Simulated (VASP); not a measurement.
# SnO2 (P4_2/mnm) in VASP: a series of runs

The runs below take SnO2 through electric field gradients, single point, with PBE.

Program: VASP 6.6.1. These are calculated values, not measurements. Logs are shortened: lines on timing, memory, paths and dates and some standing lists are left out, and cuts for length are marked.

## Step 1: The cell of the first run

It takes space group P4_2/mnm (No. 136, tetragonal). The conventional cell has a = 4.737 Å, b = 4.737 Å, c = 3.186 Å, α = 90.00°, β = 90.00°, γ = 90.00°. Sn (site symmetry mmm) has 6 O at 2.05 to 2.06 Å within 2.7 Å. O (site symmetry m2m) has 3 Sn at 2.05 to 2.06 Å and 1 O at 2.60 Å within 2.7 Å.

## Step 2: Electric field gradients, PBE

INCAR

```
PREC = Accurate ; ENCUT = 520
EDIFF = 1E-8 ; ISMEAR = -1
SIGMA = 0.01 ; LREAL = False
LASPH = True ; NELM = 60
ALGO = Normal ; ISIF = 2
LWAVE = False ; LCHARG = False
GGA = PE ; LEFG = True
NBANDS = 35
```

KPOINTS

```
regular mesh
0
Gamma
  4 4 6
```

POSCAR

```
SnO2
1.0
    4.7373500000      0.0000000000      0.0000000000
    0.0000000000      4.7373500000      0.0000000000
    0.0000000000      0.0000000000      3.1864000000
Sn O
2 4
Direct
    0.0000000000      0.0000000000      0.0000000000
    0.5000000000      0.5000000000      0.5000000000
    0.3056200000      0.3056200000      0.0000000000
    0.1943800000      0.8056200000      0.5000000000
    0.6943800000      0.6943800000      0.0000000000
    0.8056200000      0.1943800000      0.5000000000
```

Potentials or basis: VASP PAW PBE potentials, release 64 (Sn_d, O).

The run is started by

```
$ cat potpaw_PBE.64/Sn_d/POTCAR potpaw_PBE.64/O/POTCAR > POTCAR
$ mpirun -np 1 vasp_std > vasp.out
```

OUTCAR:

```text
PREC = Accurate
   ENCUT = 520
   EDIFF = 1E-8
   ISMEAR = -1
   LREAL = False
   LASPH = True
   NELM = 60
   ISIF = 2
   GGA = PE

 ion  position               nearest neighbor table
   1  0.000  0.000  0.000-   3 2.05   5 2.05   4 2.06   6 2.06   4 2.06   6 2.06   2 3.71   2 3.71
                             2 3.71   2 3.71   2 3.71   2 3.71   2 3.71   2 3.71
   2  0.500  0.500  0.500-   4 2.05   6 2.05   5 2.06   3 2.06   3 2.06   5 2.06   1 3.71   1 3.71
                             1 3.71   1 3.71   1 3.71   1 3.71   1 3.71   1 3.71
   3  0.306  0.306  0.000-   1 2.05   2 2.06   2 2.06
   4  0.194  0.806  0.500-   2 2.05   1 2.06   1 2.06
   5  0.694  0.694  0.000-   1 2.05   2 2.06   2 2.06
   6  0.806  0.194  0.500-   2 2.05   1 2.06   1 2.06

  LATTYP: Found a simple tetragonal cell.
 ALAT       =     4.7373500000
 C/A-ratio  =     0.6726123255

  Lattice vectors:

 A1 = (   4.7373500000,   0.0000000000,   0.0000000000)
 A2 = (   0.0000000000,   4.7373500000,   0.0000000000)
 A3 = (   0.0000000000,   0.0000000000,   3.1864000000)

Analysis of symmetry for initial positions (statically):
=====================================================================
 Subroutine PRICEL returns:
 Original cell was already a primitive cell.

 Routine SETGRP: Setting up the symmetry group for a
 simple tetragonal supercell.

 Subroutine GETGRP returns: Found 16 space group operations
 (whereof  8 operations were pure point group operations)
 out of a pool of 16 trial point group operations.

The static configuration has the point symmetry D_2h.
 The point group associated with its full space group is D_4h.

Analysis of symmetry for dynamics (positions and initial velocities):
=====================================================================
 Subroutine PRICEL returns:
 Original cell was already a primitive cell.

 Routine SETGRP: Setting up the symmetry group for a
 simple tetragonal supercell.

 Subroutine GETGRP returns: Found 16 space group operations
 (whereof  8 operations were pure point group operations)
 out of a pool of 16 trial point group operations.

The dynamic configuration has the point symmetry D_2h.
 The point group associated with its full space group is D_4h.

[... 161 lines left out ...]
  band No.  band energies     occupation
      1     -14.9645      2.00000
      2     -14.1641      2.00000
      3     -13.9069      2.00000
      4     -13.8795      2.00000
      5     -13.8795      2.00000
      6     -13.8163      2.00000
[... 901 lines left out ...]
     34      17.3126      0.00000
     35      19.3061      0.00000

------------------------ aborting loop because EDIFF is reached ----------------------------------------

  FORCE on cell =-STRESS in cart. coord.  units (eV):
  Direction    XX          YY          ZZ          XY          YZ          ZX
  --------------------------------------------------------------------------------------
  -------------------------------------------------------------------------------------
  Total        4.7477592      4.7477592      5.9168921      0.0000000      0.0000000      0.0000000
  in kB      106.3721720    106.3721720    132.5662562      0.0000000      0.0000000      0.0000000
  external PRESSURE =     115.1035334 kB  Pullay stress =       0.0000000 kB

 VOLUME and BASIS-vectors are now :
 -----------------------------------------------------------------------------
  energy-cutoff  :      520.00
  volume of cell :       71.51
      direct lattice vectors                 reciprocal lattice vectors
     4.737350000  0.000000000  0.000000000     0.211088478  0.000000000  0.000000000
     0.000000000  4.737350000  0.000000000     0.000000000  0.211088478  0.000000000
     0.000000000  0.000000000  3.186400000     0.000000000  0.000000000  0.313833794

 POSITION                                       TOTAL-FORCE (eV/Angst)
 -----------------------------------------------------------------------------------
      0.00000      0.00000      0.00000         0.000000     -0.000000     -0.000000
      2.36868      2.36868      1.59320         0.000000     -0.000000     -0.000000
      1.44783      1.44783      0.00000        -0.036500     -0.036500      0.000000
      0.92085      3.81650      1.59320         0.036500     -0.036500     -0.000000
      3.28952      3.28952      0.00000         0.036500      0.036500     -0.000000
      3.81650      0.92085      1.59320        -0.036500      0.036500     -0.000000
 -----------------------------------------------------------------------------------
    total drift:                                0.000000      0.000000      0.000000

  FREE ENERGIE OF THE ION-ELECTRON SYSTEM (eV)
  ---------------------------------------------------
  free  energy   TOTEN  =       -37.1636489684 eV

  energy  without entropy=      -37.1636489684  energy(sigma->0) =      -37.16364897

 Electric field gradients (V/A^2)
---------------------------------------------------------------------
 ion       V_xx      V_yy      V_zz      V_xy      V_xz      V_yz
---------------------------------------------------------------------
   1      24.678    24.678   -49.357   -31.496    -0.000    -0.000
   2      24.678    24.678   -49.357    31.496    -0.000    -0.000
   3     -23.082   -23.082    46.164    83.096     0.000     0.000
   4     -23.082   -23.082    46.164   -83.096    -0.000    -0.000
   5     -23.082   -23.082    46.164    83.096    -0.000    -0.000
   6     -23.082   -23.082    46.164   -83.096     0.000     0.000
---------------------------------------------------------------------

 Electric field gradients after diagonalization (V/A^2)
 (convention: |V_zz| > |V_xx| > |V_yy|)
----------------------------------------------------------------------
 ion       V_xx      V_yy      V_zz     asymmetry (V_yy - V_xx)/ V_zz
----------------------------------------------------------------------
   1     -49.357    -6.817    56.174       0.757
   2     -49.357    -6.817    56.174       0.757
   3      60.014    46.164  -106.178       0.130
   4      60.014    46.164  -106.178       0.130
   5      60.014    46.164  -106.178       0.130
   6      60.014    46.164  -106.178       0.130
----------------------------------------------------------------------

           NMR quadrupolar parameters

 Cq : quadrupolar parameter    Cq=e*Q*V_zz/h
 eta: asymmetry parameters     (V_yy - V_xx)/ V_zz
 Q  : nuclear electric quadrupole moment in mb (millibarn)
----------------------------------------------------------------------
 ion       Cq(MHz)       eta       Q (mb)
----------------------------------------------------------------------
   1       0.136       0.757       1.000
   2       0.136       0.757       1.000
   3      -0.257       0.130       1.000
   4      -0.257       0.130       1.000
   5      -0.257       0.130       1.000
   6      -0.257       0.130       1.000
----------------------------------------------------------------------
```

OSZICAR:

```text
N       E                     dE             d eps       ncg     rms          rms(c)
DAV:   1     0.639248888919E+03    0.63925E+03   -0.25573E+04  1873   0.233E+03
DAV:   2     0.581778934953E+02   -0.58107E+03   -0.54695E+03  1848   0.618E+02
DAV:   3    -0.382252990922E+02   -0.96403E+02   -0.94832E+02  1798   0.208E+02
DAV:   4    -0.432804827332E+02   -0.50552E+01   -0.50171E+01  2140   0.512E+01
DAV:   5    -0.434137370497E+02   -0.13325E+00   -0.13305E+00  2075   0.877E+00    0.161E+01
DAV:   6    -0.370761011974E+02    0.63376E+01   -0.17603E+01  2610   0.635E+01    0.627E+00
DAV:   7    -0.371913432768E+02   -0.11524E+00   -0.20214E+00  1963   0.791E+00    0.323E+00
DAV:   8    -0.371696064963E+02    0.21737E-01   -0.16134E-01  2371   0.420E+00    0.750E-01
DAV:   9    -0.371628783510E+02    0.67281E-02   -0.34001E-02  2738   0.300E+00    0.132E-01
DAV:  10    -0.371635299152E+02   -0.65156E-03   -0.37880E-03  2064   0.452E-01    0.589E-02
DAV:  11    -0.371636510891E+02   -0.12117E-03   -0.19844E-04  2194   0.100E-01    0.132E-02
DAV:  12    -0.371636501329E+02    0.95628E-06   -0.10301E-05  2206   0.244E-02    0.705E-03
DAV:  13    -0.371636489817E+02    0.11512E-05   -0.33029E-06  2316   0.347E-02    0.170E-03
DAV:  14    -0.371636489455E+02    0.36136E-07   -0.52647E-07  2220   0.550E-03    0.112E-03
DAV:  15    -0.371636488992E+02    0.46331E-07   -0.29500E-08  1749   0.251E-03    0.291E-04
DAV:  16    -0.371636489485E+02   -0.49352E-07   -0.10840E-08  1252   0.766E-04    0.908E-05
DAV:  17    -0.371636489633E+02   -0.14723E-07   -0.21249E-09  1051   0.583E-04    0.486E-05
DAV:  18    -0.371636489684E+02   -0.51195E-08   -0.82597E-10  1017   0.389E-04
   1 F= -.37163649E+02 E0= -.37163649E+02  d E =-.742022E-15
```

It took 30 s on 1 thread of Intel Xeon Platinum 8559C (Emerald Rapids), shared host; peak memory 0.19 GiB.

What came out:

```
Free energy                             : -37.1636 eV
Pressure                                : 11.5 GPa
Largest force                           : 0.052 eV/Å
Band gap on the k mesh                  : 1.24 eV
Largest electric field gradient by atom : Sn +56.2; O -106.2 V/Å²
```

Forces in eV/Å, atoms in the order of the input:
```
Sn   0.000  0.000  0.000
Sn   0.000  0.000  0.000
O   -0.036 -0.036  0.000
O    0.036 -0.036  0.000
O    0.036  0.036  0.000
O   -0.036  0.036  0.000
```

Electric field gradients, principal values (V/Å²):
```tsv
atom	least	middle	greatest (by size)
1 Sn	-6.817	-49.357	56.174
2 Sn	-6.817	-49.357	56.174
3 O	46.164	60.014	-106.178
4 O	46.164	60.014	-106.178
5 O	46.164	60.014	-106.178
6 O	46.164	60.014	-106.178
```

Caveat: the cell stands under pressure; without QUAD_EFG the Cq values of the log hold for a quadrupole moment of 1 mb, not for the nuclei; spin-orbit coupling is left out, which moves the levels of the heavy elements.

## Step 3: Single point, PBE

POSCAR is that of step 2.

INCAR.step1

```
ALGO     = Normal         # electronic algorithm
EDIFF    = 1E-7           # SCF threshold, eV
ENCUT    = 520            # plane-wave cutoff, eV
GGA      = PE             # functional
ISIF     = 2              # what is computed and relaxed
ISMEAR   = -1             # smearing method
LASPH    = True           # aspherical terms in the spheres
LCHARG   = True           # write CHGCAR
LREAL    = False          # projectors in reciprocal space
LWAVE    = False          # write WAVECAR
NBANDS   = 35             # bands
NELM     = 80             # most SCF steps
PREC     = Accurate       # precision mode
SIGMA    = 0.01           # smearing width, eV
```

KPOINTS.step1

```
k-points
0
Gamma
  4 4 6
```

INCAR.step2

```
ALGO     = Normal         # electronic algorithm
EDIFF    = 1E-7           # SCF threshold, eV
ENCUT    = 520            # plane-wave cutoff, eV
GGA      = PE             # functional
ICHARG   = 11             # starting density
ISIF     = 2              # what is computed and relaxed
ISMEAR   = -5             # smearing method
LASPH    = True           # aspherical terms in the spheres
LCHARG   = False          # write CHGCAR
LORBIT   = 11             # projections on sites
LREAL    = False          # projectors in reciprocal space
LWAVE    = False          # write WAVECAR
NEDOS    = 1001           # points of the DOS
NELM     = 80             # most SCF steps
PREC     = Accurate       # precision mode
SIGMA    = 0.01           # smearing width, eV
```

KPOINTS.step2

```
k-points
0
Gamma
  6 6 9
```

Potentials or basis: VASP PAW PBE potentials, release 64 (Sn_d, O).

The run is started by

```
$ cat potpaw_PBE.64/Sn_d/POTCAR potpaw_PBE.64/O/POTCAR > POTCAR
$ cp INCAR.step1 INCAR
$ cp KPOINTS.step1 KPOINTS
$ mpirun -np 1 vasp_std > vasp.out
$ cp INCAR.step2 INCAR
$ cp KPOINTS.step2 KPOINTS
$ mpirun -np 1 vasp_std > vasp.out
```

Run time: 50 s. Hardware: 1 thread of Intel Xeon Platinum 8559C (Emerald Rapids), shared host; peak memory 0.22 GiB.

The run converged. Its results:

| Quantity | Value |
| --- | --- |
| Valence electrons inside the program's atomic spheres | Sn 12.37; O 5.08 |

Levels at points of the mesh, in eV from the valence-band top:
| k point | band 24 | band 25 | band 26 | band 27 | band 28 | band 29 |
| --- | --- | --- | --- | --- | --- | --- |
| (0.00, 0.00, 0.00) | -0.79 | -0.79 | 0.00 | 1.24 | 6.20 | 6.33 |
| (0.50, 0.00, 0.00) | -1.20 | -0.63 | -0.63 | 4.44 | 4.44 | 7.11 |
| (0.50, 0.50, 0.00) | -1.32 | -0.91 | -0.91 | 4.87 | 4.87 | 7.54 |

Caveat: spin-orbit coupling is left out, which moves the levels of the heavy elements.
